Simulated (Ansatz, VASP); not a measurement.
## BeS in VASP and in Ansatz

```
CELL_PARAMETERS angstrom
0.00000 2.53168 2.53168
2.53168 0.00000 2.53168
2.53168 2.53168 0.00000
ATOMIC_POSITIONS crystal
Be 0.00000 0.00000 0.00000
S 0.25000 0.25000 0.25000
```

Change from the starting cell: hydrostatic strain +4.0%.

Alike in both runs: task single point; functional HSE06; k mesh 6 × 6 × 6; no spin polarisation.

```csv
,VASP,Ansatz
version,VASP 6.6.1,Ansatz 0.2.0
potentials or method,"VASP PAW PBE potentials, release 64 (Be, S)","plane waves, PAW"
plane-wave cutoff (eV),520,420
occupations,"gaussian, width 0.01 eV",fixed
valence electrons in the cell,8,8
```

```tsv
	VASP	Ansatz	Ansatz less VASP
gap on the k mesh at the Fermi level (eV)	4.31	4.31	+0.007
pressure (GPa)	-10.0	-9.9	+0.09
```

Ansatz's warnings: stress exchange threshold loose, stress scf threshold loose.
